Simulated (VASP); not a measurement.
Input of a VASP 6.6.1 run:

The input INCAR:

```
PREC = Accurate ; ENCUT = 520
EDIFF = 1E-7 ; ISMEAR = 0
SIGMA = 0.01 ; LREAL = F
LASPH = T ; NELM = 100
ALGO = Normal ; ISIF = 2
LWAVE = F ; LCHARG = T
LELF = T ; LVHAR = T
NBANDS = 26
```

Contents of KPOINTS:

```
Automatic mesh
0
Gamma
  10 10 6
```

File POSCAR:

```
Si
1.0
    6.8586134795     -1.9084045204      0.0019555789
    6.8586134795      1.9084045204      0.0019555789
   -0.7390757496      0.0000000000      6.2471364343
Si
8
Direct
    0.0552606046      0.0552606046      0.8732930166
    0.9447393954      0.9447393954      0.1267069834
    0.5589873878      0.5589873878      0.6532364387
    0.4410126122      0.4410126122      0.3467635613
    0.2124950298      0.2124950298      0.0571328847
    0.7875049702      0.7875049702      0.9428671153
    0.7270489240      0.7270489240      0.5856835381
    0.2729510760      0.2729510760      0.4143164619
```

Potentials or basis: VASP PAW LDA potentials, release 64 (Si).

Launch:

```bash
$ cat potpaw_LDA.64/Si/POTCAR > POTCAR
$ mpirun -np 1 vasp_std > vasp.out
```

(1) What does it give for the band gap on the k mesh?

(2) What does it give for the largest force?

(3) Estimate the pressure.

## Answers

(1) 0.13 eV (least direct gap 0.41 eV).

(2) 0.005 eV/Å.

(3) 0.1 GPa.

Caveat: semilocal functionals underestimate gaps, and a narrow one can read as zero.
